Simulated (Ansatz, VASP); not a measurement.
# SiC in VASP and in Ansatz

```xyz
2
Lattice="0.0000 2.1345 2.1345 2.1345 0.0000 2.1345 2.1345 2.1345 0.0000" Properties=species:S:1:pos:R:3 pbc="T T T"
Si    0.0000    0.0000    0.0000
C     3.2018    3.2018    3.2018
```

Alike in both runs: task single point; functional BLYP; k mesh 10 × 10 × 10; occupations fermi-dirac, width 0.05 eV; no spin polarisation.

|  | VASP | Ansatz |
| --- | --- | --- |
| version | VASP 6.6.1 | Ansatz 0.2.0 |
| potentials or method | VASP PAW PBE potentials, release 64 (Si, C) | Ansatz PAW |
| plane-wave cutoff (eV) | 600 | 420 |
| valence electrons in the cell | 8 | 8 |

```tsv
	VASP	Ansatz	Ansatz less VASP
gap on the k mesh at the Fermi level (eV)	1.66	1.65	-0.005
least direct gap on the mesh (eV)	4.91	4.89	-0.016
pressure (GPa)	24.2	23.7	-0.54
```

VASP's potentials were made for PBE, not for BLYP.
